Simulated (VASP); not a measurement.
Here is a VASP 6.6.1 calculation.

The input INCAR:

```
PREC = Accurate
ENCUT = 520
EDIFF = 1E-6
ISMEAR = 0
SIGMA = 0.01
LREAL = F
LASPH = T
NELM = 100
ALGO = Normal
ISIF = 2
LWAVE = F
LCHARG = F
GGA = PE
NBANDS = 16
```

KPOINTS

```
Automatic mesh
0
Gamma
  6 6 6
```

The input POSCAR:

```
GaN
1.0
    0.0000000000      2.0241746275      2.2029881915
    2.0241746275      0.0000000000      2.2029881915
    2.0241746275      2.0241746275      0.0000000000
Ga N
1 1
Direct
    0.0000000000      0.0000000000      0.0000000000
    0.5000000000      0.5000000000      0.5000000000
```

Potentials or basis: VASP PAW PBE potentials, release 64 (Ga_d, N).

Command:

```bash
$ cat potpaw_PBE.64/Ga_d/POTCAR potpaw_PBE.64/N/POTCAR > POTCAR
$ mpirun -np 1 vasp_std > vasp.out
```

**Question.** What does it give for the pressure?

**Answer.** 22.2 GPa.

**Question.** Predict the band gap on the k mesh.

**Answer.** 0.58 eV, indirect (least direct gap 2.96 eV).

Stress tensor (GPa, compression positive):
```
29.18  0.00  0.00
 0.00 29.18  0.00
 0.00  0.00  8.15
```

Caveat: the k points lie up to 0.44 Å⁻¹ apart; the cell differs from its parent crystal (epitaxial xy strain -4.0%). A k mesh can miss the band edges.
